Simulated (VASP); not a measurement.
Here is a VASP 6.6.1 calculation.

POSCAR

```
BN
1.0
    2.5009264718      0.0000000000      0.0000000000
   -1.2504632359      2.1658658576      0.0000000000
    0.0000000000      0.0000000000      6.5992921905
B N
2 2
Direct
    0.3333333333      0.6666666667      0.2500000000
    0.6666666667      0.3333333333      0.7500000000
    0.3333333333      0.6666666667      0.7500000000
    0.6666666667      0.3333333333      0.2500000000
```

The input INCAR.step1:

```
SYSTEM = BN
PREC = Accurate
ENCUT = 520
ISMEAR = 0
SIGMA = 0.02
LREAL = .FALSE.
LASPH = .TRUE.
NELM = 100
NBANDS = 16
GGA = PE
ALGO = Normal
EDIFF = 1E-4
LWAVE = .TRUE.
LCHARG = .FALSE.
```

The input INCAR.step2:

```
SYSTEM = BN
PREC = Accurate
ENCUT = 520
EDIFF = 1E-7
ISMEAR = 0
SIGMA = 0.02
LREAL = .FALSE.
LASPH = .TRUE.
NELM = 100
ALGO = Normal
ISIF = 2
LWAVE = .FALSE.
LCHARG = .FALSE.
METAGGA = R2SCAN
LMIXTAU = .TRUE.
NBANDS = 16
ISTART = 1
```

The input KPOINTS:

```
regular mesh
0
G
  12 12 4
  0 0 0
```

Potentials or basis: VASP PAW PBE potentials, release 64 (B, N).

The run is started by

```sh
$ cat potpaw_PBE.64/B/POTCAR potpaw_PBE.64/N/POTCAR > POTCAR
$ cp INCAR.step1 INCAR
$ mpirun -np 1 vasp_std > vasp.out
$ cp INCAR.step2 INCAR
$ mpirun -np 1 vasp_std > vasp.out
```

Question: Predict the pressure.

Answer: 0.8 GPa.

Question: Predict the band gap on the k mesh.

Answer: 4.87 eV, indirect (least direct gap 5.29 eV).

Stress tensor (GPa, compression positive):
```
0.75 0.00 0.00
0.00 0.75 0.00
0.00 0.00 0.87
```

Caveat: the cell differs from its parent crystal (strain along c alone, the other axes held: -4.0 %); the PAW data sets were made with another functional, which shifts forces and pressure a little. A k mesh can miss the band edges.
